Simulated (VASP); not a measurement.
Here is a VASP 6.6.1 calculation.

Contents of INCAR:

```
SYSTEM = Zr
PREC     = Accurate       ! precision mode
ENCUT    = 600            ! plane-wave cutoff, eV
EDIFF    = 1E-6           ! SCF threshold, eV
ISMEAR   = -1             ! smearing method
SIGMA    = 0.15           ! smearing width, eV
LREAL    = .FALSE.        ! projectors in reciprocal space
LASPH    = .TRUE.         ! aspherical terms in the spheres
NELM     = 80             ! most SCF steps
ALGO     = Fast           ! electronic algorithm
ISIF     = 3              ! what is computed and relaxed
LWAVE    = .FALSE.        ! write WAVECAR
LCHARG   = .FALSE.        ! write CHGCAR
GGA      = PE             ! functional
IBRION   = 2              ! ionic algorithm
NSW      = 80             ! ionic steps
EDIFFG   = -0.001         ! ionic threshold
```

Contents of KPOINTS:

```
regular mesh
0
G
  15 15 8
  0 0 0
```

File POSCAR:

```
Zr
1.0
    3.2327898661      0.0000000000      0.0000000000
   -1.6163949330      2.7996781491      0.0000000000
    0.0000000000      0.0000000000      5.1691199182
Zr
2
Direct
    0.3333333333      0.6666666667      0.2500000000
    0.6666666667      0.3333333333      0.7500000000
```

Potentials or basis: VASP PAW PBE potentials, release 64 (Zr_sv).

The run is started by

```sh
$ cat potpaw_PBE.64/Zr_sv/POTCAR > POTCAR
$ mpirun -np 1 vasp_std > vasp.out
```

(1) Predict the band gap on the k mesh.

(2) Predict the relaxed volume.

Answers

(1) zero (band 12 reaches 9.80 eV, above the bottom of band 13 at 8.60 eV).

(2) 23.44 Å³/atom.
